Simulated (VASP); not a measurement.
Rb: single point with PBE

Rb:

```
Rb
1.0
    -2.84257    2.84257    2.84257
     2.84257   -2.84257    2.84257
     2.84257    2.84257   -2.84257
Rb
1
Cartesian
  0.0000 0.0000 0.0000
```

| Property | Result |
| --- | --- |
| Program | VASP 6.6.1 |
| Task | single point |
| Functional | PBE |
| Potentials or basis | VASP PAW PBE potentials, release 64 (Rb_sv) |
| Cutoff | 520 eV |
| k mesh | 6 × 6 × 6 |
| Occupations | gaussian, width 0.05 eV |
| Spin | no spin polarisation |

* Pressure: 0.0 GPa
* Band gap on the k mesh: zero (an odd number of electrons rules out a gap without spin polarisation)

Levels at points of the mesh, in eV from the Fermi level:
| k point | band 1 | band 2 | band 3 | band 4 | band 5 | band 6 | band 7 | band 8 | band 9 |
| --- | --- | --- | --- | --- | --- | --- | --- | --- | --- |
| (0.00, 0.00, 0.00) | -28.93 | -12.97 | -12.97 | -12.97 | -1.98 | 3.65 | 3.65 | 3.65 | 4.58 |
| (0.50, 0.00, 0.00) | -28.92 | -13.06 | -13.00 | -12.97 | 0.22 | 0.75 | 2.56 | 4.21 | 5.12 |
| (0.50, 0.50, 0.50) | -28.92 | -13.04 | -13.04 | -13.04 | 1.25 | 1.25 | 3.21 | 3.21 | 3.21 |

It took 15 s on 1 thread of Intel Xeon 8259CL, with other jobs on the host, peak memory 0.23 GiB.
